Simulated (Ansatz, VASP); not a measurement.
# BaTiO3 in VASP and in Ansatz

File INCAR:

```
SYSTEM = BaTiO3
  PREC = Accurate
  ENCUT = 520
  EDIFF = 1E-6
  ISMEAR = -1
  SIGMA = 0.08
  LREAL = .FALSE.
  LASPH = .TRUE.
  NELM = 100
  ALGO = Normal
  ISIF = 2
  LWAVE = .FALSE.
  LCHARG = .FALSE.
  GGA = PS
  NBANDS = 28
```

File KPOINTS:

```
Automatic mesh
0
G
  7 7 7
  0 0 0
```

POSCAR

```
BaTiO3
1.0
    4.0797960000      0.0000000000      0.0000000000
    0.0000000000      4.0797960000      0.0000000000
    0.0000000000      0.0000000000      4.0180000000
Ba Ti O
1 1 3
Direct
    0.0000000000      0.0000000000      0.0000000000
    0.5000000000      0.5000000000      0.4820000000
    0.5000000000      0.5000000000      0.0160000000
    0.5000000000      0.0000000000      0.5150000000
    0.0000000000      0.5000000000      0.5150000000
```

Input for Ansatz:

```yaml
crystal:
  lattice:
    - [4.079796, 0.0, 0.0]
    - [0.0, 4.079796, 0.0]
    - [0.0, 0.0, 4.018]
  atoms:
    - { symbol: Ba, position: [0.0, 0.0, 0.0] }
    - { symbol: Ti, position: [0.5, 0.5, 0.482] }
    - { symbol: O, position: [0.5, 0.5, 0.016] }
    - { symbol: O, position: [0.5, 0.0, 0.515] }
    - { symbol: O, position: [0.0, 0.5, 0.515] }
kpoints:
  mp_grid: { grid: [7, 7, 7] }
  band_path:
    path:
      - [0.0, 0.0, 0.0]
      - [0.0, 0.5, 0.0]
      - [0.5, 0.5, 0.0]
      - [0.0, 0.0, 0.0]
      - [0.0, 0.0, 0.5]
      - [0.0, 0.5, 0.5]
      - [0.5, 0.5, 0.5]
      - [0.0, 0.0, 0.5]
      - [0.0, 0.5, 0.0]
    npoints: 5
scf:
  occupations: { method: fermi_dirac, width: 0.08 }
hamiltonian:
  xc: pbesol
  pseudopotentials: { kind: all_electron, lapw: { basis_error: 0.001 } }
output:
  forces: true
  stress: true
  eigenvalues: true
```

Change from the starting cell: equal xx and yy strain of +2 %.

Alike in both runs: task single point; functional PBEsol; k mesh 7 × 7 × 7; occupations fermi-dirac, width 0.08 eV; no spin polarisation.

```csv
,VASP,Ansatz
version,VASP 6.6.1,Ansatz 0.2.0
potentials or method,"VASP PAW PBE potentials, release 64 (Ba_sv, Ti_sv, O), cutoff 520 eV","all-electron LAPW, scalar-relativistic"
```

```csv
,VASP,Ansatz,Ansatz less VASP
pressure (GPa),-7.7,-9.3,-1.56
"traceless stress, the component that is largest in VASP (GPa)",3.09,2.94,-0.145
rms of the force components (eV/Å),0.136,0.148,+0.0118
```

VASP's potentials were made for PBE, not for PBEsol. Atom by atom the forces differ by 0.020 eV/Å (rms over components). Ansatz ran all-electron here, and VASP with PAW potentials.

Neither program's run includes spin-orbit coupling.
